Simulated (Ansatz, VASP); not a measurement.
# Two plane-wave programs on Ti

```
Ti
1.0
     4.28953    0.00000    0.00000
    -2.14476    3.71484    0.00000
     0.00000    0.00000    2.86876
Ti
3
Direct
  0.00000 0.00000 0.00000
  0.33333 0.66667 0.50000
  0.66667 0.33333 0.50000
```

Change from the starting cell: strain -0.050 along x and y, +0.025 along z, atoms carried along.

Alike in both runs: task single point; functional PBEsol; k mesh 12 × 12 × 18; occupations gaussian, width 0.15 eV; no spin polarisation.

|  | VASP | Ansatz |
| --- | --- | --- |
| version | VASP 6.6.1 | Ansatz 0.2.0 |
| potentials or method | VASP PAW PBE potentials, release 64 (Ti_sv), cutoff 520 eV | scalar-relativistic, plane waves, PAW |
| valence electrons in the cell | 36 | 36 |

```csv
,VASP,Ansatz,Ansatz less VASP
gap on the k mesh at the Fermi level (eV),none,none,-
pressure (GPa),9.4,10.4,+1.00
"traceless stress, the component that is largest in VASP (GPa)",-9.73,-9.75,-0.027
```

VASP's potentials were made for PBE, not for PBEsol. A gap of «none» marks a metal or a gap that the smearing closes.
